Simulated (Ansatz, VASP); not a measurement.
## HfN: VASP beside Ansatz

```
CELL_PARAMETERS angstrom
0.00000 2.25245 2.25245
2.25245 0.00000 2.25245
2.25245 2.25245 0.00000
ATOMIC_POSITIONS crystal
Hf 0.50000 0.50000 0.50000
N 0.00000 0.00000 0.00000
```

Alike in both runs: functional PBEsol; k mesh 8 × 8 × 8; occupations gaussian, width 0.1 eV; no spin polarisation.

Ansatz relaxed the structure, and its values are those at the end. VASP's run is a single point on that final structure, the one shown.

|  | VASP | Ansatz |
| --- | --- | --- |
| version | VASP 6.6.1 | Ansatz 0.2.0 |
| potentials or method | VASP PAW PBE potentials, release 64 (Hf_pv, N), cutoff 520 eV | scalar-relativistic, plane waves, PAW |
| valence electrons in the cell | 15 | 31 |

|  | VASP | Ansatz | Ansatz less VASP |
| --- | --- | --- | --- |
| gap on the k mesh at the Fermi level (eV) | none | none | - |
| pressure (GPa) | -2.6 | -0.4 | +2.19 |

VASP's potentials were made for PBE, not for PBEsol. A gap of «none» marks a metal or a gap that the smearing closes. VASP's potentials hold 15 valence electrons a cell and Ansatz's 31, so a difference there can come from the potentials and not from the codes.

Spin-orbit coupling is off throughout.
